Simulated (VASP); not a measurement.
# LiH: single point with PBE

Crystal: LiH.

```
Li H
1.0
    -4.07851   -4.07851    0.00000
    -4.07851    0.00000   -4.07851
     0.00000   -4.07851   -4.07851
Li H
8 8
Cartesian
  -3.9479 -4.1434 -4.1139
  -5.9090 -6.1300 -4.1307
  -2.0197 -4.1034 -2.2900
  -7.9665 -6.1469 -6.0149
  -4.1111 -2.0443 -2.1247
  -6.2721 -8.0144 -6.2526
  -6.1237 -2.3669 -4.3572
  -8.0020 -4.2380 -4.2908
  -2.2972 -2.2069 -2.0839
  -4.0169 -4.2403 -1.9718
  -4.1686 -2.0801 -4.0588
  -6.1241 -4.1186 -4.1905
  -2.0002 -4.3318 -4.1694
  -4.0238 -6.1766 -4.2044
  -4.2166 -3.9694 -6.2043
  -6.1396 -6.1130 -6.2376
```

```
Program                : VASP 6.6.1
Task                   : single point
Functional             : PBE
Potentials or basis    : VASP PAW PBE potentials, release 64 (Li_sv, H)
Cutoff                 : 520 eV
k mesh                 : 6 × 6 × 6
Occupations            : fermi-dirac, width 0.0388 eV
Spin                   : no spin polarisation
Dipole correction      : no
Further INCAR settings : LREAL = Auto; ALGO = Fast; EDIFF = 1e-07; NBANDS = 30
```

```
Largest force          : 0.908 eV/Å
Band gap on the k mesh : 3.00 eV
```

Forces in eV/Å, atoms in the order of the input:
```
Li  -0.137 -0.091 -0.014
Li  -0.196 -0.069  0.133
Li   0.029 -0.121  0.131
Li  -0.435  0.058 -0.366
Li  -0.020 -0.055 -0.038
Li   0.364 -0.544  0.193
Li   0.027  0.879  0.226
Li  -0.513  0.182  0.395
H    0.458  0.166 -0.337
H   -0.155  0.121 -0.565
H    0.243 -0.198 -0.247
H    0.079 -0.363  0.237
H   -0.151  0.487 -0.166
H   -0.136  0.003  0.070
H    0.422 -0.228  0.094
H    0.121 -0.228  0.256
```

Levels at points of the mesh, in eV from the valence-band top:
```csv
k point,band 12,band 13,band 14,band 15,band 16,band 17,band 18,band 19,band 20,band 21
"(0.00, 0.00, 0.00)",-2.45,-2.43,-0.09,-0.07,0.00,3.00,3.09,3.18,4.65,4.70
"(0.50, 0.00, 0.00)",-1.96,-1.65,-1.55,-1.27,-1.21,4.81,5.13,5.26,5.37,5.55
"(0.00, 0.50, 0.00)",-1.85,-1.69,-1.53,-1.40,-1.18,4.76,5.05,5.32,5.42,5.50
"(0.00, 0.00, 0.50)",-1.83,-1.71,-1.51,-1.40,-1.18,4.74,5.01,5.30,5.44,5.60
"(0.50, 0.50, 0.50)",-1.80,-1.66,-1.60,-1.47,-1.15,4.66,4.97,5.08,5.51,5.62
"(0.50, 0.50, 0.00)",-2.49,-2.46,-2.33,-0.21,-0.15,4.97,5.02,5.39,5.46,6.71
"(0.00, 0.50, 0.50)",-2.53,-2.52,-2.24,-0.18,-0.13,5.01,5.10,5.31,5.35,6.85
"(0.50, 0.00, 0.50)",-2.52,-2.47,-2.40,-0.21,-0.20,5.08,5.17,5.21,5.45,6.90
```

Wall time 27 min on 1 thread of AMD EPYC 9R45 (Zen 5) (shared host), peak memory 0.44 GiB.

Caveat: the atoms stand as in a frame of molecular dynamics. A k mesh can miss the band edges.
